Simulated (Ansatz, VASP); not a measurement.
PtS2 in VASP and in Ansatz

Contents of INCAR:

```
SYSTEM = PtS2
  PREC = Accurate
  ENCUT = 600
  EDIFF = 1E-6
  ISMEAR = -1
  SIGMA = 0.05
  LREAL = .FALSE.
  LASPH = .TRUE.
  NELM = 80
  ALGO = Normal
  ISIF = 3
  LWAVE = .FALSE.
  LCHARG = .FALSE.
  GGA = PE
  IBRION = 2
  NSW = 80
  EDIFFG = -0.05
```

File KPOINTS:

```
Automatic mesh
0
G
  9 9 6
  0 0 0
```

The input POSCAR:

```
PtS2
1.0
    3.5432000000      0.0000000000      0.0000000000
   -1.7716000000      3.0685012107      0.0000000000
    0.0000000000      0.0000000000      5.0388000000
Pt S
1 2
Direct
    0.0000000000      0.0000000000      0.0000000000
    0.3333333333      0.6666666667      0.2270000000
    0.6666666667      0.3333333333      0.7730000000
```

Input for Ansatz:

```yaml
crystal:
  lattice:
    a: 3.5432
    b: 3.5432
    c: 5.0388
    alpha: 90.0
    beta: 90.0
    gamma: 120.0
  space_group: 164
  atoms:
    - { symbol: Pt, position: [0.0, 0.0, 0.0] }
    - { symbol: S, position: [0.3333333333333333, 0.6666666666666666, 0.227] }
basis:
  ecutwfc: 517.016338673772
kpoints:
  mp_grid:
    grid: [9, 9, 6]
hamiltonian:
  xc: pbe
  dispersion: none
scf:
  occupations:
    method: fermi_dirac
    width: 0.05
relax:
  f_tol: 0.05
  max_steps: 60
  cell: {}
```

Alike in both runs: task relaxation of cell and atoms; functional PBE; k mesh 9 × 9 × 6; occupations fermi-dirac, width 0.05 eV; no spin polarisation.

|  | VASP | Ansatz |
| --- | --- | --- |
| version | VASP 6.6.1 | Ansatz 0.2.0 |
| potentials or method | VASP PAW PBE potentials, release 64 (Pt, S), cutoff 600 eV | plane waves, PAW |
| valence electrons in the cell | 22 | 30 |

|  | VASP | Ansatz | Ansatz less VASP |
| --- | --- | --- | --- |
| relaxed volume (Å³/atom) | 23.13 | 23.86 | +0.734 |
| relaxed length of the cell vector where the two differ most in proportion (Å) | 6.264 | 6.461 | +0.1974 |

VASP's potentials hold 22 valence electrons a cell and Ansatz's 30, so a difference there can come from the potentials and not from the codes.

Spin-orbit coupling is off throughout. Noted on VASP's run: the volume moved by over 15 % at a fixed basis, so the end points are rough.
